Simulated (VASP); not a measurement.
# Sn2Bi2Te (P-3m1) in VASP: relaxation of cell and atoms with PBE

Aim: the relaxation of cell and atoms of Sn2Bi2Te with PBE.

Everything below comes from runs of VASP 6.6.1. Logs are shortened: lines on timing, memory, paths and dates and some standing lists are left out, and cuts for length are marked.

### Step 1. The cell of the first run

Symmetry: P-3m1, No. 164, trigonal system. The conventional cell has a = 4.340 Å, b = 4.340 Å, c = 10.060 Å, α = 90.00°, β = 90.00°, γ = 120.00°. Sn (site symmetry 3m) has 3 Te at 3.18 Å and 4 Bi at 3.22 to 4.10 Å and 6 Sn at 4.34 Å within 4.4 Å. Within 4.4 Å of Bi (site symmetry 3m) lie 4 Sn at 3.22 to 4.10 Å and 9 Bi at 3.25 to 4.34 Å. Te (site symmetry -3m) has 6 Sn at 3.18 Å and 6 Te at 4.34 Å within 4.4 Å.

The cell was generated, and may not be a known phase.

### Step 2. Relaxation of cell and atoms, PBE

Input file INCAR:

```
ALGO = Fast
EDIFF = 1E-6
EDIFFG = -0.01
ENCUT = 600
GGA = PE
IBRION = 2
ISIF = 3
ISMEAR = 0
LASPH = True
LCHARG = False
LREAL = False
LWAVE = False
NELM = 80
NSW = 100
PREC = Accurate
SIGMA = 0.1
```

Input file KPOINTS:

```
k-points
0
Gamma
  12 12 4
```

Input file POSCAR:

```
Sn2Bi2Te
1.0
    4.3395017642      0.0000000000      0.0000000000
   -2.1697508821      3.7581187676      0.0000000000
    0.0000000000      0.0000000000     10.0602529631
Sn Bi Te
2 2 1
Direct
    0.3333333333      0.6666666667      0.1952855931
    0.6666666667      0.3333333333      0.8047144069
    0.3333333333      0.6666666667      0.6028962898
    0.6666666667      0.3333333333      0.3971037102
    0.0000000000      0.0000000000      0.0000000000
```

Potentials or basis: VASP PAW PBE potentials, release 64 (Sn_d, Bi_d, Te).

Launch:

```bash
cat potpaw_PBE.64/Sn_d/POTCAR potpaw_PBE.64/Bi_d/POTCAR potpaw_PBE.64/Te/POTCAR > POTCAR
mpirun -np 1 vasp_std > vasp.out
```

OUTCAR:

```text
EDIFF = 1E-6
   EDIFFG = -0.01
   ENCUT = 600
   GGA = PE
   IBRION = 2
   ISIF = 3
   ISMEAR = 0
   LASPH = True
   LREAL = False
   NELM = 80
   NSW = 100
   PREC = Accurate

 ion  position               nearest neighbor table
   1  0.333  0.667  0.195-   5 3.18   5 3.18   5 3.18   4 3.22   4 3.22   4 3.22
   2  0.667  0.333  0.805-   5 3.18   5 3.18   5 3.18   3 3.22   3 3.22   3 3.22
   3  0.333  0.667  0.603-   2 3.22   2 3.22   2 3.22   4 3.25   4 3.25   4 3.25
   4  0.667  0.333  0.397-   1 3.22   1 3.22   1 3.22   3 3.25   3 3.25   3 3.25
   5  0.000  0.000  0.000-   1 3.18   2 3.18   2 3.18   1 3.18   2 3.18   1 3.18

  LATTYP: Found a hexagonal cell.
 ALAT       =     4.3395017642
 C/A-ratio  =     2.3182967792

  Lattice vectors:

 A1 = (   4.3395017642,   0.0000000000,   0.0000000000)
 A2 = (  -2.1697508821,   3.7581187676,   0.0000000000)
 A3 = (   0.0000000000,   0.0000000000,  10.0602529631)

Analysis of symmetry for initial positions (statically):
=====================================================================
 Subroutine PRICEL returns:
 Original cell was already a primitive cell.

 Routine SETGRP: Setting up the symmetry group for a
 hexagonal supercell.

 Subroutine GETGRP returns: Found 12 space group operations
 (whereof 12 operations were pure point group operations)
 out of a pool of 24 trial point group operations.

The static configuration has the point symmetry D_3d.

Analysis of symmetry for dynamics (positions and initial velocities):
=====================================================================
 Subroutine PRICEL returns:
 Original cell was already a primitive cell.

 Routine SETGRP: Setting up the symmetry group for a
 hexagonal supercell.

 Subroutine GETGRP returns: Found 12 space group operations
 (whereof 12 operations were pure point group operations)
 out of a pool of 24 trial point group operations.

The dynamic configuration has the point symmetry D_3d.

 Subroutine INISYM returns: Found 12 space group operations
 (whereof 12 operations are pure point group operations),
 and found     1 'primitive' translations

----------------------------------------------------------------------------------------

                                     Primitive cell

  volume of cell :     164.0663

  direct lattice vectors                    reciprocal lattice vectors
     4.339501764  0.000000000  0.000000000     0.230441201  0.133045290  0.000000000
    -2.169750882  3.758118768  0.000000000     0.000000000  0.266090579  0.000000000
     0.000000000  0.000000000 10.060252963     0.000000000  0.000000000  0.099401079

  length of vectors
     4.339501764  4.339501764 10.060252963     0.266090579  0.266090579  0.099401079

  position of ions in fractional coordinates (direct lattice)
     0.333333333  0.666666667  0.195285593
     0.666666667  0.333333333  0.804714407
     0.333333333  0.666666667  0.602896290
     0.666666667  0.333333333  0.397103710
     0.000000000  0.000000000  0.000000000

  ion indices of the primitive-cell ions
   primitive index   ion index
                 1           1
                 2           2
                 3           3
                 4           4
                 5           5

----------------------------------------------------------------------------------------

 KPOINTS: k-points

Automatic generation of k-mesh.
 Grid dimensions read from file:
 generate k-points for:   12   12    4

 Generating k-lattice:

  Cartesian coordinates                     Fractional coordinates (reciprocal lattice)
     0.019203433  0.011087107  0.000000000     0.083333333  0.000000000  0.000000000
     0.000000000  0.022174215  0.000000000     0.000000000  0.083333333  0.000000000
     0.000000000  0.000000000  0.024850270     0.000000000  0.000000000  0.250000000

  Length of vectors
     0.022174215  0.022174215  0.024850270

  Shift w.r.t. Gamma in fractional coordinates (k-lattice)
     0.000000000  0.000000000  0.000000000

 Subroutine IBZKPT returns following result:
 ===========================================

 Found     69 irreducible k-points:

 Following reciprocal coordinates:
            Coordinates               Weight
  0.000000  0.000000  0.000000      1.000000
  0.083333 -0.000000  0.000000      6.000000
  0.166667 -0.000000  0.000000      6.000000
  0.250000  0.000000  0.000000      6.000000
  0.333333 -0.000000  0.000000      6.000000
  0.416667 -0.000000  0.000000      6.000000
[... 16 lines left out ...]
  0.166667 -0.000000  0.250000      6.000000
  0.000000  0.166667  0.250000      6.000000
 [... further k-points ...]
   k-points           NKPTS =     69   k-points in BZ     NKDIM =     69   number of bands    NBANDS=     38
   number of dos      NEDOS =    301   number of ions     NIONS =      5
   total plane-waves  NPLWV = 103680
   dimension x,y,z NGX =    36 NGY =   36 NGZ =   80
   dimension x,y,z NGXF=    72 NGYF=   72 NGZF=  160
   ions per type =               2   2   1
   NGX,Y,Z   is equivalent  to a cutoff of  13.79, 13.79, 13.22 a.u.
   NGXF,Y,Z  is equivalent  to a cutoff of  27.58, 27.58, 26.44 a.u.
 SYSTEM =  unknown system
   PREC   = accura    normal or accurate (medium, high low for compatibility)
   ISTART =      0    job   : 0-new  1-cont  2-samecut
   ICHARG =      2    charge: 1-file 2-atom 10-const
   ISPIN  =      1    spin polarized calculation?
   LNONCOLLINEAR =      F non collinear calculations
   LSORBIT =      F    spin-orbit coupling
   LASPH  =      T    aspherical Exc in radial PAW
   ENCUT  =  600.0 eV  44.10 Ry    6.64 a.u.   8.67  8.67 20.09*2*pi/ulx,y,z
   NELM   =     80;   NELMIN=  2; NELMDL= -5     # of ELM steps
   EDIFF  = 0.1E-05   stopping-criterion for ELM
   LREAL  =      F    real-space projection
   EDIFFG = -.1E-01   stopping-criterion for IOM
   NSW    =    100    number of steps for IOM
   IBRION =      2    ionic relax: 0-MD 1-quasi-New 2-CG
   NFREE  =      1    steps in history (QN), initial steepest desc. (CG)
   ISIF   =      3    stress and relaxation
   ISYM   =      2    0-nonsym 1-usesym 2-fastsym
   POTIM  = 0.5000    time-step for ionic-motion
   TEBEG  =    0.0;   TEEND  =   0.0 temperature during run
   PSTRESS=    0.0 pullay stress
   NELECT =      64.0000    total number of electrons
   NUPDOWN=      -1.0000    fix difference up-down
   EMIN   =  10.00;   EMAX   =-10.00  energy-range for DOS
   EFERMI =   0.00;   METHOD = LEGACY
   ISMEAR =     0;   SIGMA  =   0.10  broadening in eV -4-tet -1-fermi 0-gaus
   EFERMI_NEDOS =   21; number of points for ismear=-14 and -15
   IALGO  =     68    algorithm
   IMIX   =      4    mixing-type and parameters
     AMIX     =   0.40;   BMIX     =  1.00
     AMIX_MAG =   1.60;   BMIX_MAG =  1.00
  volume/ion in A,a.u.               =      32.81       221.43
  Fermi-wavevector in a.u.,A,eV,Ry     =   1.196176  2.260445 19.467718  1.430837
  Thomas-Fermi vector in A             =   2.332123
   LORBIT       =      0    0 simple, 1 ext, 2 COOP (PROOUT), +10 PAW based schemes
   GGA     = PE    functional components
   LHFCALC =     F    Hartree Fock is set to
   AEXX    =    0.0000 exact exchange contribution
   IVDW    =     0    specifies the selected vdW correction
   LEPSILON=     F    determine dielectric tensor
   LRPA    =     F    only Hartree local field effects (RPA)
 conjugate gradient relaxation of ions
 non-spin polarized calculation
 RMM-DIIS sequential band-by-band and
 Gauss-broadening in eV      SIGMA  =   0.10
  energy-cutoff  :      600.00
  volume of cell :      164.07
 maximum number of plane-waves:      5500
 NGX is ok and might be reduce to    36
   NGX = 17   NGY = 17   NGZ = 41

--------------------------------------- Ionic step        1  -------------------------------------------

 number of electron      63.9999983 magnetization

 Free energy of the ion-electron system (eV)
  ---------------------------------------------------
  ext. energy  EPLUGINS =         0.00000000
  ---------------------------------------------------
  free energy    TOTEN  =       -18.61768614 eV

  energy without entropy =      -18.60501376  energy(sigma->0) =      -18.61134995

------------------------ aborting loop because EDIFF is reached ----------------------------------------

  FORCE on cell =-STRESS in cart. coord.  units (eV):
  Direction    XX          YY          ZZ          XY          YZ          ZX
  --------------------------------------------------------------------------------------
  -------------------------------------------------------------------------------------
  Total        0.2419001      0.2419001     -0.0011622      0.0000000     -0.0000000      0.0000000
  in kB        2.3622585      2.3622585     -0.0113498      0.0000000     -0.0000000      0.0000000
  external PRESSURE =       1.5710557 kB  Pullay stress =       0.0000000 kB
[... 98 lines left out ...]
  FREE ENERGIE OF THE ION-ELECTRON SYSTEM (eV)
  ---------------------------------------------------
  free  energy   TOTEN  =       -18.6185577094 eV

  energy  without entropy=      -18.6056977473  energy(sigma->0) =      -18.61212773

[... ionic steps 4 to 7 ...]

--------------------------------------- Ionic step        8  -------------------------------------------

 number of electron      63.9999980 magnetization

------------------------ aborting loop because EDIFF is reached ----------------------------------------

  FORCE on cell =-STRESS in cart. coord.  units (eV):
  Direction    XX          YY          ZZ          XY          YZ          ZX
  --------------------------------------------------------------------------------------
  -------------------------------------------------------------------------------------
  Total       -0.0004159     -0.0004159      0.0118754      0.0000000      0.0000000     -0.0000000
  in kB       -0.0040393     -0.0040393      0.1153305      0.0000000      0.0000000     -0.0000000
  external PRESSURE =       0.0357506 kB  Pullay stress =       0.0000000 kB
[... 63 lines left out ...]
  energy  without entropy=      -18.6056573370  energy(sigma->0) =      -18.61233146

--------------------------------------- Ionic step       10  -------------------------------------------

 number of electron      63.9999979 magnetization

 Free energy of the ion-electron system (eV)
  ---------------------------------------------------
  ext. energy  EPLUGINS =         0.00000000
  ---------------------------------------------------
  free energy    TOTEN  =       -18.61903051 eV

  energy without entropy =      -18.60565627  energy(sigma->0) =      -18.61234339

 E-fermi :   6.4964     XC(G=0):  -9.5351

 val. band max:        6.4927368794   @ k =   0.1667  -0.0000   0.2500
 cond. band min:       6.5048204556   @ k =   0.2500   0.1667   0.0000
 fundamental gap:      0.0120835762
 Fermi energy:         6.4963503955

 k-point     1 :       0.0000    0.0000    0.0000
  band No.  band energies     occupation
      1     -16.3605      2.00000
      2     -16.3605      2.00000
      3     -16.3010      2.00000
      4     -16.3010      2.00000
      5     -16.2979      2.00000
      6     -16.2210      2.00000
[... 973 lines left out ...]
     37       9.1136      0.00000
     38       9.7606      0.00000

 [... further k-points ...]

------------------------ aborting loop because EDIFF is reached ----------------------------------------

  FORCE on cell =-STRESS in cart. coord.  units (eV):
  Direction    XX          YY          ZZ          XY          YZ          ZX
  --------------------------------------------------------------------------------------
  -------------------------------------------------------------------------------------
  Total       -0.0163146     -0.0163146     -0.0126915      0.0000000      0.0000000      0.0000000
  in kB       -0.1584122     -0.1584122     -0.1232329      0.0000000      0.0000000      0.0000000
  external PRESSURE =      -0.1466858 kB  Pullay stress =       0.0000000 kB
[... 20 lines left out ...]
  FREE ENERGIE OF THE ION-ELECTRON SYSTEM (eV)
  ---------------------------------------------------
  free  energy   TOTEN  =       -18.6190305143 eV

  energy  without entropy=      -18.6056562699  energy(sigma->0) =      -18.61234339

 reached required accuracy - stopping structural energy minimisation
```

Wall time 27 min (1 thread of Intel Xeon 6975P-C (Granite Rapids), shared host); peak memory 0.68 GiB.

Results:

| Item | Value |
| --- | --- |
| Free energy | -18.6190 eV |
| Relaxed volume | 33.00 Å³/atom |
| Relaxed cell | a = 4.362 Å, b = 4.362 Å, c = 10.016 Å, α = 90.00°, β = 90.00°, γ = 120.00° |
| Space group after relaxing (to 0.1 Å) | P-3m1 (No. 164) |
| Energy gained by relaxing | 0.3 meV/atom |
| Ionic steps | 10 |
| Pressure after relaxing | 0.0 GPa |
| Largest force after relaxing | 0.008 eV/Å |
| Band gap on the k mesh | zero (bands 32 and 33 overlap by 1.74 eV) |

Forces on the atoms (eV/Å):
```
Sn   0.000  0.000  0.002
Sn   0.000  0.000 -0.002
Bi   0.000  0.000  0.008
Bi   0.000  0.000 -0.008
Te   0.000  0.000  0.000
```

Step by step:
```csv
step,energy change (eV),largest force (eV/Å),pressure (GPa),volume (Å³)
1,0.0000,0.0176,0.16,164.07
2,-0.0008,0.0083,-0.01,164.83
3,-0.0009,0.0070,-0.03,164.99
4,-0.0008,0.0070,-0.12,165.30
5,-0.0009,0.0114,-0.08,165.10
6,-0.0012,0.0072,-0.04,165.04
7,-0.0013,0.0150,0.02,164.95
8,-0.0013,0.0170,0.00,164.97
9,-0.0013,0.0130,0.01,164.97
10,-0.0013,0.0075,-0.01,165.01
```

Final structure:
```
Sn Bi Te
1.0
     4.36160    0.00000    0.00000
    -2.18080    3.77725    0.00000
     0.00000    0.00000   10.01558
Sn Bi Te
2 2 1
Direct
  0.33333 0.66667 0.19557
  0.66667 0.33333 0.80443
  0.33333 0.66667 0.60325
  0.66667 0.33333 0.39675
  0.00000 0.00000 0.00000
```

Caveat: spin-orbit coupling is left out, which moves the levels of the heavy elements.
